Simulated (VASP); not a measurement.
# MgO (P6_3mc) in VASP: further runs

Runs on MgO. Level: PBEsol. Tasks: single point.

Program: VASP 6.6.1. These are calculated values, not measurements. Logs are shortened: lines on timing, memory, paths and dates and some standing lists are left out, and cuts for length are marked.

### 1 The cell of the first run

The structure is hexagonal, space group P6_3mc (No. 186). The conventional cell has a = 3.188 Å, b = 3.188 Å, c = 4.919 Å, α = 90.00°, β = 90.00°, γ = 120.00°. Mg (site symmetry 3m) has 4 O at 1.91 to 1.95 Å within 2.5 Å. O (site symmetry 3m) has 4 Mg at 1.91 to 1.95 Å within 2.5 Å.

### 2 Single point, PBEsol

The input, INCAR:

```
PREC = Accurate
ENCUT = 520
EDIFF = 1E-7
ISMEAR = 0
SIGMA = 0.05
LREAL = False
LASPH = True
NELM = 60
ALGO = Normal
ISIF = 2
LWAVE = False
LCHARG = True
GGA = PS
LELF = True
LVHAR = True
NBANDS = 16
```

The input, KPOINTS:

```
Automatic mesh
0
Gamma
  9 9 6
```

The input, POSCAR:

```
MgO
1.0
    3.1878000000      0.0000000000      0.0000000000
   -1.5939000000      2.7607157822      0.0000000000
    0.0000000000      0.0000000000      4.9190000000
Mg O
2 2
Direct
    0.3333333333      0.6666666667      0.0036583380
    0.6666666667      0.3333333333      0.5036583380
    0.3333333333      0.6666666667      0.4009416620
    0.6666666667      0.3333333333      0.9009416620
```

Potentials or basis: VASP PAW PBE potentials, release 64 (Mg, O).

On the command line:

```console
$ cat potpaw_PBE.64/Mg/POTCAR potpaw_PBE.64/O/POTCAR > POTCAR
$ mpirun -np 1 vasp_std > vasp.out
```

OUTCAR:

```text
PREC = Accurate
   ENCUT = 520
   EDIFF = 1E-7
   ISMEAR = 0
   LREAL = False
   LASPH = True
   NELM = 60
   ISIF = 2
   GGA = PS

 ion  position               nearest neighbor table
   1  0.333  0.667  0.004-   4 1.91   4 1.91   4 1.91   3 1.95   2 3.07   2 3.07   2 3.07   2 3.07
                             2 3.07   2 3.07
   2  0.667  0.333  0.504-   3 1.91   3 1.91   3 1.91   4 1.95   1 3.07   1 3.07   1 3.07   1 3.07
                             1 3.07   1 3.07
   3  0.333  0.667  0.401-   2 1.91   2 1.91   2 1.91   1 1.95
   4  0.667  0.333  0.901-   1 1.91   1 1.91   1 1.91   2 1.95

  LATTYP: Found a hexagonal cell.
 ALAT       =     3.1878000000
 C/A-ratio  =     1.5430704561

  Lattice vectors:

 A1 = (   3.1878000000,   0.0000000000,   0.0000000000)
 A2 = (  -1.5939000000,   2.7607157822,   0.0000000000)
 A3 = (   0.0000000000,   0.0000000000,   4.9190000000)

Analysis of symmetry for initial positions (statically):
=====================================================================
 Subroutine PRICEL returns:
 Original cell was already a primitive cell.

 Routine SETGRP: Setting up the symmetry group for a
 hexagonal supercell.

 Subroutine GETGRP returns: Found 12 space group operations
 (whereof  6 operations were pure point group operations)
 out of a pool of 24 trial point group operations.

The static configuration has the point symmetry C_3v.
 The point group associated with its full space group is C_6v.

Analysis of symmetry for dynamics (positions and initial velocities):
=====================================================================
 Subroutine PRICEL returns:
 Original cell was already a primitive cell.

 Routine SETGRP: Setting up the symmetry group for a
 hexagonal supercell.

 Subroutine GETGRP returns: Found 12 space group operations
 (whereof  6 operations were pure point group operations)
 out of a pool of 24 trial point group operations.

The dynamic configuration has the point symmetry C_3v.
 The point group associated with its full space group is C_6v.

 Subroutine INISYM returns: Found 12 space group operations
 (whereof  6 operations are pure point group operations),
 and found     1 'primitive' translations

----------------------------------------------------------------------------------------

                                     Primitive cell

  volume of cell :      43.2902

  direct lattice vectors                    reciprocal lattice vectors
     3.187800000  0.000000000  0.000000000     0.313695966  0.181112450  0.000000000
    -1.593900000  2.760715782  0.000000000     0.000000000  0.362224901  0.000000000
     0.000000000  0.000000000  4.919000000     0.000000000  0.000000000  0.203293352

  length of vectors
     3.187800000  3.187800000  4.919000000     0.362224901  0.362224901  0.203293352

  position of ions in fractional coordinates (direct lattice)
     0.333333333  0.666666667  0.003658338
     0.666666667  0.333333333  0.503658338
     0.333333333  0.666666667  0.400941662
     0.666666667  0.333333333  0.900941662

  ion indices of the primitive-cell ions
   primitive index   ion index
                 1           1
                 2           2
                 3           3
                 4           4

----------------------------------------------------------------------------------------

 KPOINTS: Automatic mesh

Automatic generation of k-mesh.
 Grid dimensions read from file:
 generate k-points for:    9    9    6

 Generating k-lattice:

  Cartesian coordinates                     Fractional coordinates (reciprocal lattice)
     0.034855107  0.020123606  0.000000000     0.111111111  0.000000000  0.000000000
     0.000000000  0.040247211  0.000000000     0.000000000  0.111111111  0.000000000
     0.000000000  0.000000000  0.033882225     0.000000000  0.000000000  0.166666667

  Length of vectors
     0.040247211  0.040247211  0.033882225

  Shift w.r.t. Gamma in fractional coordinates (k-lattice)
     0.000000000  0.000000000  0.000000000

 Subroutine IBZKPT returns following result:
 ===========================================

 Found     48 irreducible k-points:

 Following reciprocal coordinates:
            Coordinates               Weight
  0.000000  0.000000  0.000000      1.000000
  0.111111 -0.000000  0.000000      6.000000
  0.222222 -0.000000  0.000000      6.000000
  0.333333  0.000000  0.000000      6.000000
  0.444444 -0.000000  0.000000      6.000000
  0.111111  0.111111  0.000000      6.000000
[... 16 lines left out ...]
  0.333333  0.222222  0.166667     24.000000
  0.333333  0.333333  0.166667      4.000000
 [... further k-points ...]
   k-points           NKPTS =     48   k-points in BZ     NKDIM =     48   number of bands    NBANDS=     16
   number of dos      NEDOS =    301   number of ions     NIONS =      4
   total plane-waves  NPLWV =  23040
   dimension x,y,z NGX =    24 NGY =   24 NGZ =   40
   dimension x,y,z NGXF=    48 NGYF=   48 NGZF=   80
   ions per type =               2   2
   NGX,Y,Z   is equivalent  to a cutoff of  12.52, 12.52, 13.52 a.u.
   NGXF,Y,Z  is equivalent  to a cutoff of  25.03, 25.03, 27.04 a.u.
 SYSTEM =  unknown system
   PREC   = accura    normal or accurate (medium, high low for compatibility)
   ISTART =      0    job   : 0-new  1-cont  2-samecut
   ICHARG =      2    charge: 1-file 2-atom 10-const
   ISPIN  =      1    spin polarized calculation?
   LNONCOLLINEAR =      F non collinear calculations
   LSORBIT =      F    spin-orbit coupling
   LASPH  =      T    aspherical Exc in radial PAW
   ENCUT  =  520.0 eV  38.22 Ry    6.18 a.u.   5.93  5.93  9.15*2*pi/ulx,y,z
   NELM   =     60;   NELMIN=  2; NELMDL= -5     # of ELM steps
   EDIFF  = 0.1E-06   stopping-criterion for ELM
   LREAL  =      F    real-space projection
   EDIFFG = 0.1E-05   stopping-criterion for IOM
   NSW    =      0    number of steps for IOM
   IBRION =     -1    ionic relax: 0-MD 1-quasi-New 2-CG
   NFREE  =      0    steps in history (QN), initial steepest desc. (CG)
   ISIF   =      2    stress and relaxation
   ISYM   =      2    0-nonsym 1-usesym 2-fastsym
   POTIM  = 0.5000    time-step for ionic-motion
   TEBEG  =    0.0;   TEEND  =   0.0 temperature during run
   PSTRESS=    0.0 pullay stress
   NELECT =      16.0000    total number of electrons
   NUPDOWN=      -1.0000    fix difference up-down
   EMIN   =  10.00;   EMAX   =-10.00  energy-range for DOS
   EFERMI =   0.00;   METHOD = LEGACY
   ISMEAR =     0;   SIGMA  =   0.05  broadening in eV -4-tet -1-fermi 0-gaus
   EFERMI_NEDOS =   21; number of points for ismear=-14 and -15
   IALGO  =     38    algorithm
   IMIX   =      4    mixing-type and parameters
     AMIX     =   0.40;   BMIX     =  1.00
     AMIX_MAG =   1.60;   BMIX_MAG =  1.00
  volume/ion in A,a.u.               =      10.82        73.03
  Fermi-wavevector in a.u.,A,eV,Ry     =   1.174857  2.220158 18.779968  1.380289
  Thomas-Fermi vector in A             =   2.311247
   LORBIT       =      0    0 simple, 1 ext, 2 COOP (PROOUT), +10 PAW based schemes
   GGA     = PS    functional components
   LHFCALC =     F    Hartree Fock is set to
   AEXX    =    0.0000 exact exchange contribution
   IVDW    =     0    specifies the selected vdW correction
   LEPSILON=     F    determine dielectric tensor
   LRPA    =     F    only Hartree local field effects (RPA)
 non-spin polarized calculation
 Gauss-broadening in eV      SIGMA  =   0.05
  energy-cutoff  :      520.00
  volume of cell :       43.29
 maximum number of plane-waves:      1176
 NGX is ok and might be reduce to    24
   NGX = 11   NGY = 11   NGZ = 19

 number of electron      15.9999995 magnetization

 Free energy of the ion-electron system (eV)
  ---------------------------------------------------
  ext. energy  EPLUGINS =         0.00000000
  ---------------------------------------------------
  free energy    TOTEN  =       -24.38143783 eV

  energy without entropy =      -24.38143783  energy(sigma->0) =      -24.38143783

 E-fermi :   1.6968     XC(G=0): -10.3666

 val. band max:        1.4619997286   @ k =   0.0000   0.0000   0.0000
 cond. band min:       5.3627900418   @ k =   0.0000   0.0000   0.0000
 fundamental gap:      3.9007903132
 Fermi energy:         1.6967783788

 k-point     1 :       0.0000    0.0000    0.0000
  band No.  band energies     occupation
      1     -14.9697      2.00000
      2     -14.0260      2.00000
      3      -2.1274      2.00000
      4       0.7392      2.00000
      5       0.7392      2.00000
      6       1.0557      2.00000
[... 8 lines left out ...]
     15      18.9802      0.00000
     16      18.9802      0.00000

 k-point     2 :       0.1111   -0.0000    0.0000
  band No.  band energies     occupation
      1     -14.8936      2.00000
      2     -13.9973      2.00000
      3      -1.9940      2.00000
      4       0.3943      2.00000
      5       0.6508      2.00000
      6       0.6640      2.00000
[... 8 lines left out ...]
     15      18.5804      0.00000
     16      18.6989      0.00000

 k-point     3 :       0.2222   -0.0000    0.0000
  band No.  band energies     occupation
      1     -14.6891      2.00000
      2     -13.9309      2.00000
      3      -1.6181      2.00000
      4      -0.4953      2.00000
      5       0.0503      2.00000
      6       0.4680      2.00000
[... 8 lines left out ...]
     15      17.5329      0.00000
     16      17.8279      0.00000

 k-point     4 :       0.3333    0.0000    0.0000
  band No.  band energies     occupation
      1     -14.4231      2.00000
      2     -13.8762      2.00000
      3      -1.3578      2.00000
      4      -1.0550      2.00000
      5      -0.5028      2.00000
      6       0.2930      2.00000
[... 8 lines left out ...]
     15      16.9154      0.00000
     16      18.1105      0.00000
[... 324 lines left out ...]
 k-point    22 :       0.2222    0.2222    0.1667
  band No.  band energies     occupation
      1     -14.2623      2.00000
      2     -13.8914      2.00000
      3      -1.3710      2.00000
      4      -1.2025      2.00000
      5      -0.1527      2.00000
      6      -0.0412      2.00000
[... 8 lines left out ...]
     15      16.3186      0.00000
     16      18.9640      0.00000

 k-point    23 :       0.3333    0.2222    0.1667
  band No.  band energies     occupation
      1     -14.0830      2.00000
      2     -13.9015      2.00000
      3      -1.5947      2.00000
      4      -0.9974      2.00000
      5      -0.5122      2.00000
      6       0.1270      2.00000
[... 8 lines left out ...]
     15      15.9532      0.00000
     16      19.0815      0.00000

 k-point    24 :       0.3333    0.3333    0.1667
  band No.  band energies     occupation
      1     -13.9631      2.00000
      2     -13.9631      2.00000
      3      -1.4374      2.00000
      4      -0.8395      2.00000
      5      -0.8395      2.00000
      6      -0.0975      2.00000
[... 8 lines left out ...]
     15      15.4525      0.00000
     16      20.1330      0.00000

 [... further k-points ...]
[... 5 lines left out ...]
  --------------------------------------------------------------------------------------
  -------------------------------------------------------------------------------------
  Total        4.1882803      4.1882803      2.5572567      0.0000000      0.0000000      0.0000000
  in kB      155.0089358    155.0089358     94.6444854      0.0000000      0.0000000      0.0000000
  external PRESSURE =     134.8874524 kB  Pullay stress =       0.0000000 kB

 VOLUME and BASIS-vectors are now :
 -----------------------------------------------------------------------------
  energy-cutoff  :      520.00
  volume of cell :       43.29
      direct lattice vectors                 reciprocal lattice vectors
     3.187800000  0.000000000  0.000000000     0.313695966  0.181112450  0.000000000
    -1.593900000  2.760715782  0.000000000     0.000000000  0.362224901  0.000000000
     0.000000000  0.000000000  4.919000000     0.000000000  0.000000000  0.203293352

 POSITION                                       TOTAL-FORCE (eV/Angst)
 -----------------------------------------------------------------------------------
     -0.00000      1.84048      0.01800         0.000000     -0.000000      0.133630
      1.59390      0.92024      2.47750        -0.000000      0.000000      0.133630
     -0.00000      1.84048      1.97223        -0.000000     -0.000000     -0.133630
      1.59390      0.92024      4.43173         0.000000     -0.000000     -0.133630
 -----------------------------------------------------------------------------------
    total drift:                               -0.000000     -0.000000      0.000613

  FREE ENERGIE OF THE ION-ELECTRON SYSTEM (eV)
  ---------------------------------------------------
  free  energy   TOTEN  =       -24.3814378328 eV

  energy  without entropy=      -24.3814378328  energy(sigma->0) =      -24.38143783
```

Wall time 18 s (1 thread of AMD EPYC 9R45 (Zen 5), shared host); peak memory 0.14 GiB.

What came out:

| Quantity | Value |
| --- | --- |
| Free energy | -24.3814 eV |
| Pressure | 13.5 GPa |
| Largest force | 0.134 eV/Å |
| Band gap on the k mesh | 3.90 eV, direct |

Forces on the atoms (eV/Å):
```
Mg   0.000  0.000  0.134
Mg   0.000  0.000  0.134
O    0.000  0.000 -0.134
O    0.000  0.000 -0.134
```

Caveat: the PAW data sets were made with another functional, which shifts forces and pressure a little. A k mesh can miss the band edges.

### 3 Single point, PBEsol

This run uses another cell than the first one, of 10.87 Å³/atom, 1.005 times its volume.

The input, INCAR:

```
PREC = Accurate
ENCUT = 520
EDIFF = 1E-6
ISMEAR = 0
SIGMA = 0.05
LREAL = F
LASPH = T
NELM = 60
ALGO = Normal
ISIF = 2
LWAVE = F
LCHARG = F
GGA = PS
NBANDS = 16
```

The input, KPOINTS:

```
regular mesh
0
Gamma
  9 9 6
```

The input, POSCAR:

```
MgO
1.0
    3.0722000000      0.0000000000      0.0000000000
   -1.5361000000      2.6606032455      0.0000000000
    0.0000000000      0.0000000000      5.3206000000
Mg O
2 2
Direct
    0.3333333333      0.6666666667      0.0036583380
    0.6666666667      0.3333333333      0.5036583380
    0.3333333333      0.6666666667      0.4009416620
    0.6666666667      0.3333333333      0.9009416620
```

Potentials or basis: VASP PAW PBE potentials, release 64 (Mg, O).

On the command line:

```console
$ cat potpaw_PBE.64/Mg/POTCAR potpaw_PBE.64/O/POTCAR > POTCAR
$ mpirun -np 1 vasp_std > vasp.out
```

Run time: 16 s. Hardware: 1 thread of AMD EPYC 9R45 (Zen 5), shared host; peak memory 0.14 GiB.

It converged, with:

```
Free energy            : -23.9779 eV
Pressure               : 17.9 GPa
Largest force          : 1.309 eV/Å
Band gap on the k mesh : 4.08 eV, direct
```

Forces on the atoms (eV/Å):
```
Mg   0.000  0.000  1.309
Mg   0.000  0.000  1.309
O    0.000  0.000 -1.309
O    0.000  0.000 -1.309
```

Stress tensor (GPa, compression positive):
```
29.15  0.00  0.00
 0.00 29.15  0.00
 0.00  0.00 -4.65
```

Levels at points of the mesh, in eV from the valence-band top:
```tsv
k point	band 4	band 5	band 6	band 7	band 8	band 9	band 10	band 11	band 12	band 13
(0.00, 0.00, 0.00)	-0.19	-0.19	-0.02	-0.02	0.00	4.08	9.65	10.40	16.07	16.32
(0.00, 0.00, 0.50)	-2.09	-0.11	-0.11	-0.11	-0.11	6.65	6.65	13.32	13.32	16.88
```

Caveat: the PAW data sets were made with another functional, which shifts forces and pressure a little. A k mesh can miss the band edges.

### 4 Single point, PBEsol

This run uses another cell than the first one, of 10.76 Å³/atom, 0.994 times its volume.

The input, INCAR:

```
SYSTEM = MgO
ALGO = Normal
EDIFF = 1E-6
ENCUT = 520
GGA = PS
ISIF = 2
ISMEAR = 0
LASPH = .TRUE.
LCHARG = .FALSE.
LREAL = .FALSE.
LWAVE = .FALSE.
NBANDS = 16
NELM = 80
PREC = Accurate
SIGMA = 0.05
```

The input, KPOINTS:

```
k-points
0
G
  9 9 6
  0 0 0
```

The input, POSCAR:

```
MgO
1.0
    3.2457000000      0.0000000000      0.0000000000
   -1.6228500000      2.8108586531      0.0000000000
    0.0000000000      0.0000000000      4.7182000000
Mg O
2 2
Direct
    0.3333333333      0.6666666667      0.0036583380
    0.6666666667      0.3333333333      0.5036583380
    0.3333333333      0.6666666667      0.4009416620
    0.6666666667      0.3333333333      0.9009416620
```

On the command line:

```console
$ cat potpaw_PBE.64/Mg/POTCAR potpaw_PBE.64/O/POTCAR > POTCAR
$ mpirun -np 1 vasp_std > vasp.out
```

Run time: 14 s. Hardware: 1 thread of AMD EPYC 9R45 (Zen 5), shared host; peak memory 0.14 GiB.

It converged, with:

* Free energy: -24.3381 eV
* Pressure: 13.9 GPa
* Largest force: 0.843 eV/Å
* Band gap on the k mesh: 3.82 eV, direct

Forces in eV/Å, atoms in the order of the input:
```
Mg   0.000  0.000 -0.843
Mg   0.000  0.000 -0.843
O    0.000  0.000  0.843
O    0.000  0.000  0.843
```

Stress tensor (GPa, compression positive):
```
10.39  0.00  0.00
 0.00 10.39  0.00
 0.00  0.00 21.01
```

Levels at points of the mesh, in eV from the valence-band top:
```
           k point  band 6  band 7  band 8  band 9  band 10  band 11
(0.00, 0.00, 0.00)   -0.54   -0.54    0.00    3.82     8.99    11.13
(0.00, 0.00, 0.50)   -0.75   -0.75   -0.75    6.42     6.42    14.12
```

Caveat: the PAW data sets were made with another functional, which shifts forces and pressure a little. A k mesh can miss the band edges.

### 5 The runs side by side

| cell | gap on the mesh (eV) | pressure (GPa) | largest force (eV/Å) |
| --- | --- | --- | --- |
| a = 3.188, b = 3.188, c = 4.919 Å, angles 90.0, 90.0, 120.0°, 4 atoms | 3.90 | 13.5 | 0.13 |
| a = 3.072, b = 3.072, c = 5.321 Å, angles 90.0, 90.0, 120.0°, 4 atoms | 4.08 | 17.9 | 1.31 |
| a = 3.246, b = 3.246, c = 4.718 Å, angles 90.0, 90.0, 120.0°, 4 atoms | 3.82 | 13.9 | 0.84 |

Alike in all rows: task single point; level PBEsol; potentials or basis VASP PAW PBE potentials, release 64 (Mg, O); no spin polarisation; k mesh 9 × 9 × 6; cutoff (eV) 520; smearing gaussian 0.05 eV.

Caveats: the PAW data sets were made with another functional, which shifts forces and pressure a little.

Absolute energies hang on the potentials; compare differences alone.
